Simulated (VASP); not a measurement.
Write the native input for VASP 6.6.1 that does the following.

| Property | Result |
| --- | --- |
| Task | single point |
| Functional | PBE |
| Potentials or basis | VASP PAW PBE potentials, release 64 (K_sv, Zn, Se) |
| Cutoff | 520 eV |
| k mesh | 4 × 4 × 4 |
| Occupations | gaussian, width 0.1 eV |
| Spin | no spin polarisation |
| Dipole correction | no |
| Further INCAR settings | ALGO = Normal; EDIFF = 1e-06; NBANDS = 50 |

The structure of KZnSe3 lies in POSCAR:

```
KZnSe3
1.0
    7.2451444300      0.0000000000      0.0000000000
    0.0000000000      7.2451444300      0.0000000000
    0.0000000000      0.0000000000      5.1230907600
K Zn Se
2 2 6
Direct
    0.0000000000      0.0000000000      0.5000000000
    0.5000000000      0.5000000000      0.5000000000
    0.5000000000      0.0000000000      0.0262089800
    0.0000000000      0.5000000000      0.9737910200
    0.7500000000      0.7500000000      0.0000000000
    0.7500000000      0.2500000000      0.0000000000
    0.5000000000      0.0000000000      0.5000000000
    0.2500000000      0.2500000000      0.0000000000
    0.2500000000      0.7500000000      0.0000000000
    0.0000000000      0.5000000000      0.5000000000
```

These files were run (other wordings do the same):

INCAR

```
PREC = Accurate
ENCUT = 520
EDIFF = 1E-6
ISMEAR = 0
SIGMA = 0.1
LREAL = False
LASPH = True
NELM = 100
ALGO = Normal
ISIF = 2
LWAVE = False
LCHARG = False
GGA = PE
NBANDS = 50
```

KPOINTS

```
regular mesh
0
Gamma
  4 4 4
```

Potentials or basis: VASP PAW PBE potentials, release 64 (K_sv, Zn, Se).

The run is started by

```bash
$ cat potpaw_PBE.64/K_sv/POTCAR potpaw_PBE.64/Zn/POTCAR potpaw_PBE.64/Se/POTCAR > POTCAR
$ mpirun -np 1 vasp_std > vasp.out
```

Results of the run:

```
Pressure               : -0.3 GPa
Largest force          : 0.648 eV/Å
Band gap on the k mesh : zero (band 39 reaches 1.72 eV, above the bottom of band 40 at 0.80 eV)
```

It took 6.3 min on 1 thread of Intel(R) Xeon(R) Platinum 8375C CPU @ 2.90GHz (Ice Lake), on a shared host, peak memory 0.46 GiB.
